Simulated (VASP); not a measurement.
InSe, 4 atoms in the cell. It takes space group R3m (No. 160, trigonal). Conventional cell: a = 4.000 Å, b = 4.000 Å, c = 25.320 Å, α = 90.00°, β = 90.00°, γ = 120.00°. In (site symmetry 3m) has 3 Se at 2.64 Å and 1 In at 2.82 Å within 3.5 Å. In (site symmetry 3m) has 3 Se at 2.63 Å and 1 In at 2.82 Å within 3.5 Å. Se (site symmetry 3m) has 3 In at 2.64 Å within 3.5 Å. Se (site symmetry 3m) has 3 In at 2.63 Å within 3.5 Å. 

| Item | Value |
| --- | --- |
| Program | VASP 6.6.1 |
| Task | single point |
| Functional | BLYP |
| Potentials or basis | VASP PAW PBE potentials, release 64 (In_d, Se) |
| Cutoff | 520 eV |
| k mesh | 6 × 6 × 6 |
| Occupations | gaussian, width 0.01 eV |
| Spin | no spin polarisation |
| Dipole correction | no |
| Further INCAR settings | ALGO = Normal; EDIFF = 1e-06; NBANDS = 27 |

Potentials or basis: VASP PAW PBE potentials, release 64 (In_d, Se).

Command:

```console
$ cat potpaw_PBE.64/In_d/POTCAR potpaw_PBE.64/Se/POTCAR > POTCAR
$ mpirun -np 1 vasp_std > vasp.out
```

Hardware: 1 thread of Intel(R) Xeon(R) Platinum 8488C (Sapphire Rapids), with other jobs on the host.

**Question.** How long does it take, and how much memory?

**Answer.** It took 6.9 min on 1 thread of Intel(R) Xeon(R) Platinum 8488C (Sapphire Rapids), with other jobs on the host, peak memory 0.67 GiB. Counts: scf iterations 13, k points 32.
